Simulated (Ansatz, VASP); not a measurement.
One calculation of BN, two programs

INCAR

```
SYSTEM = BN
PREC = Accurate ; ENCUT = 520
EDIFF = 1E-7 ; ISMEAR = -5
SIGMA = 0.1 ; LREAL = .FALSE.
LASPH = .TRUE. ; NELM = 80
ALGO = Normal ; ISIF = 2
LWAVE = .FALSE. ; LCHARG = .FALSE.
GGA = PE ; NBANDS = 11
```

The input KPOINTS:

```
Automatic mesh
0
G
  16 16 16
  0 0 0
```

File POSCAR:

```
BN
1.0
    0.0000000000      1.8123531715      1.8123531715
    1.8123531715      0.0000000000      1.8123531715
    1.8123531715      1.8123531715      0.0000000000
B N
1 1
Direct
    0.0000000000      0.0000000000      0.0000000000
    0.2500000000      0.2500000000      0.2500000000
```

Input for Ansatz:

```yaml
crystal:
  lattice:
    - [0.0, 1.8123531715, 1.8123531715]
    - [1.8123531715, 0.0, 1.8123531715]
    - [1.8123531715, 1.8123531715, 0.0]
  atoms:
    - { symbol: B, position: [0.0, 0.0, 0.0] }
    - { symbol: "N", position: [0.25, 0.25, 0.25] }
kpoints:
  mp_grid: { grid: [16, 16, 16] }
  band_path:
    path:
      - [0.0, 0.0, 0.0]
      - [-0.5, -0.5, 0.0]
      - [-0.375, -0.375, 0.25]
      - [-0.375, 0.0, 0.375]
      - [0.0, 0.0, 0.0]
      - [0.0, 0.0, 0.5]
      - [-0.5, -0.25, 0.25]
      - [-0.5, -0.5, 0.0]
    npoints: 5
scf:
  occupations: { method: tetrahedron }
hamiltonian:
  xc: pbe
  pseudopotentials:
    kind: all_electron
    lapw: { basis_error: 0.00025 }
    relativity: none
output:
  forces: true
  stress: true
  eigenvalues: true
```

Alike in both runs: task single point; functional PBE; k mesh 16 × 16 × 16; occupations tetrahedron; no spin polarisation.

|  | VASP | Ansatz |
| --- | --- | --- |
| version | VASP 6.6.1 | Ansatz 0.2.0 |
| potentials or method | VASP PAW PBE potentials, release 64 (B, N), cutoff 520 eV | all-electron LAPW, non-relativistic |

```csv
,VASP,Ansatz,Ansatz less VASP
gap on the k mesh at the Fermi level (eV),4.45,4.47,+0.019
pressure (GPa),0.2,0.1,-0.11
```

Ansatz ran all-electron here, and VASP with PAW potentials. Ansatz's warnings: band table not solved further, tetrahedron derivatives may miss energy slope.
